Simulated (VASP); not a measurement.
Wanted: the native input for a VASP 6.6.1 run.

```
Task                   : single point
Functional             : BLYP
Dispersion             : D3(BJ)
Potentials or basis    : VASP PAW PBE potentials, release 64 (Cu)
Cutoff                 : 600 eV
k mesh                 : 13 × 13 × 13
Occupations            : fermi-dirac, width 0.05 eV
Spin                   : no spin polarisation
Dipole correction      : no
Further INCAR settings : ALGO = Normal; EDIFF = 1e-06; NBANDS = 12
```

The structure of Cu lies in POSCAR:

```
Cu
1.0
    0.0000000000      1.8429501765      1.8429501765
    1.8429501765      0.0000000000      1.8429501765
    1.8429501765      1.8429501765      0.0000000000
Cu
1
Direct
    0.0000000000      0.0000000000      0.0000000000
```

One way to write it, as run:

INCAR

```
PREC = Accurate
ENCUT = 600
EDIFF = 1E-6
ISMEAR = -1
SIGMA = 0.05
LREAL = False
LASPH = True
NELM = 120
ALGO = Normal
ISIF = 2
LWAVE = False
LCHARG = True
GGA = B5
ALDAX = 1.0
AGGAX = 1.0
AGGAC = 1.0
ALDAC = 0.0
IVDW = 12
VDW_S6 = 1.0
VDW_S8 = 2.6996
VDW_A1 = 0.4298
VDW_A2 = 4.2359
LELF = True
LVHAR = True
NBANDS = 12
GGA_COMPAT = False
```

KPOINTS

```
regular mesh
0
Gamma
  13 13 13
```

Potentials or basis: VASP PAW PBE potentials, release 64 (Cu).

Run with:

```sh
$ cat potpaw_PBE.64/Cu/POTCAR > POTCAR
$ mpirun -np 1 vasp_std > vasp.out
```

Results of the run:

| Quantity | Value |
| --- | --- |
| Pressure | -14.6 GPa |
| Band gap on the k mesh | zero (an odd number of electrons rules out a gap without spin polarisation) |
| Dispersion energy per atom | -1.240 eV |

Caveat: the cell stands under tension; the dispersion term is far too large for a dense solid, which distorts pressure and volume; the PAW data sets were made with another functional, which shifts forces and pressure a little.

Wall time 9.5 s on 1 thread of Intel(R) Xeon(R) 6975P-C (Granite Rapids), on a shared host, peak memory 0.15 GiB.
